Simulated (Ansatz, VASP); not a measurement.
Re: VASP beside Ansatz

```
Re
1.0
     2.61155    0.00000    0.00000
    -1.30577    2.26167    0.00000
     0.00000    0.00000    4.17583
Re
2
Cartesian
  0.0000 1.5078 1.0440
  1.3058 0.7539 3.1319
```

Change from the starting cell: volume scaled by 1.01.

Alike in both runs: task single point; functional PBEsol; k mesh 18 × 18 × 10; occupations fermi-dirac, width 0.05 eV; no spin polarisation.

```csv
,VASP,Ansatz
version,VASP 6.6.1,Ansatz 0.2.0
potentials or method,"VASP PAW PBE potentials, release 64 (Re), cutoff 520 eV","all-electron LAPW, scalar-relativistic"
```

VASP gave:

| Item | Value |
| --- | --- |
| pressure (GPa) | 95.7 |
| traceless stress, the component that is largest in VASP (GPa) | 5.36 |

Question: What did Ansatz give for the same quantities?

Answer: Pressure (GPa): 92.4; traceless stress, the component that is largest in VASP (GPa): 5.42.

VASP's potentials were made for PBE, not for PBEsol. Both programs put the cell under a high pressure, so it lies far from rest at this level. Ansatz ran all-electron here, and VASP with PAW potentials.

Neither program's run includes spin-orbit coupling. Noted on VASP's run: the cell as given lies far from equilibrium.
